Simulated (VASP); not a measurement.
A run of VASP 6.6.1:

File INCAR:

```
SYSTEM = SiC
ALGO = Normal
EDIFF = 1E-6
ENCUT = 520
GGA = PE
ISIF = 2
ISMEAR = 0
LASPH = .TRUE.
LCHARG = .FALSE.
LREAL = .FALSE.
LWAVE = .FALSE.
NBANDS = 16
NELM = 60
PREC = Accurate
SIGMA = 0.01
```

KPOINTS

```
k-points
0
G
  12 12 4
  0 0 0
```

POSCAR

```
SiC
1.0
    3.0760000000      0.0000000000      0.0000000000
   -1.5380000000      2.6638900000      0.0000000000
    0.0000000000      0.0000000000      5.0480000000
Si C
2 2
Direct
    0.3333333333      0.6666666667      0.0000000000
    0.6666666667      0.3333333333      0.5000000000
    0.3333333333      0.6666666667      0.3850000000
    0.6666666667      0.3333333333      0.8850000000
```

Potentials or basis: VASP PAW PBE potentials, release 64 (Si, C).

Command:

```bash
$ cat potpaw_PBE.64/Si/POTCAR potpaw_PBE.64/C/POTCAR > POTCAR
$ mpirun -np 1 vasp_std > vasp.out
```

Hardware: 1 thread of Intel(R) Xeon(R) 6975P-C (Granite Rapids), with other jobs on the host.

Problem. How long does it take, and how much memory?

Solution. Wall time 10 s on 1 thread of Intel(R) Xeon(R) 6975P-C (Granite Rapids), on a shared host, peak memory 0.16 GiB. Counts: scf iterations 12, k points 57.
